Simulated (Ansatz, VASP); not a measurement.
# Cd3TeSe2: VASP beside Ansatz

INCAR

```
ALGO     = Normal         # electronic algorithm
EDIFF    = 1E-6           # SCF threshold, eV
ENCUT    = 520            # plane-wave cutoff, eV
GGA      = PE             # functional
ISIF     = 2              # what is computed and relaxed
ISMEAR   = 0              # smearing method
LASPH    = T              # aspherical terms in the spheres
LCHARG   = F              # write CHGCAR
LREAL    = F              # projectors in reciprocal space
LWAVE    = F              # write WAVECAR
NBANDS   = 36             # bands
NELM     = 100            # most SCF steps
PREC     = Accurate       # precision mode
SIGMA    = 0.1            # smearing width, eV
```

KPOINTS

```
k-points
0
Gamma
  6 6 2
```

The input POSCAR:

```
Cd3TeSe2
1.0
    5.0912066600      0.0000000000      0.0000000000
   -2.5456033300      4.4091143000      0.0000000000
    0.0000000000      0.0000000000      8.1104591000
Cd Te Se
3 1 2
Direct
    0.3333333300      0.6666666700      0.6439999900
    0.6666666700      0.3333333300      0.3560000100
    0.0000000000      0.0000000000      0.5000000000
    0.0000000000      0.0000000000      0.0000000000
    0.3333333300      0.6666666700      0.2521899900
    0.6666666700      0.3333333300      0.7478100100
```

Input for Ansatz:

```yaml
crystal:
  lattice:
    - [5.09120666, 0.0, 0.0]
    - [-2.54560333, 4.4091143, 0.0]
    - [0.0, 0.0, 8.1104591]
  atoms:
    - { symbol: Cd, position: [0.33333333, 0.66666667, 0.64399999] }
    - { symbol: Cd, position: [0.66666667, 0.33333333, 0.35600001] }
    - { symbol: Cd, position: [0.0, 0.0, 0.5] }
    - { symbol: Te, position: [0.0, 0.0, 0.0] }
    - { symbol: Se, position: [0.33333333, 0.66666667, 0.25218999] }
    - { symbol: Se, position: [0.66666667, 0.33333333, 0.74781001] }
basis:
  ecutwfc: 420
kpoints:
  mp_grid: { grid: [6, 6, 2] }
hamiltonian:
  xc: pbe
scf:
  occupations: { method: gaussian, width: 0.1 }
  lower_state_search: "off"
output:
  forces: true
  stress: true
  eigenvalues: true
```

Change from the starting cell: species swapped into the Li3PrBi2 type (P-3m1, No. 164).

Alike in both runs: task single point; functional PBE; k mesh 6 × 6 × 2; occupations gaussian, width 0.1 eV; no spin polarisation.

|  | VASP | Ansatz |
| --- | --- | --- |
| version | VASP 6.6.1 | Ansatz 0.2.0 |
| potentials or method | VASP PAW PBE potentials, release 64 (Cd, Te, Se), cutoff 520 eV | scalar-relativistic, plane waves, PAW |
| valence electrons in the cell | 54 | 108 |

Ansatz gave:

- gap on the k mesh at the Fermi level (eV): none
- pressure (GPa): -4.9
- traceless stress, the component that is largest in VASP (GPa): 0.78
- rms of the force components (eV/Å): 0.125

Problem. What did VASP give for the same quantities?

Solution. gap on the k mesh at the Fermi level (eV): none; pressure (GPa): -4.8; traceless stress, the component that is largest in VASP (GPa): 0.75; rms of the force components (eV/Å): 0.126.

Atom by atom the forces differ by 0.006 eV/Å (rms over components). A gap of «none» marks a metal or a gap that the smearing closes. The functional is the same, so the differences come from potentials, cutoffs and numerics. VASP's potentials hold 54 valence electrons a cell and Ansatz's 108, so a difference there can come from the potentials and not from the codes.

The k mesh is coarse, so the values compare programs but aren't converged. Spin-orbit coupling is off throughout.
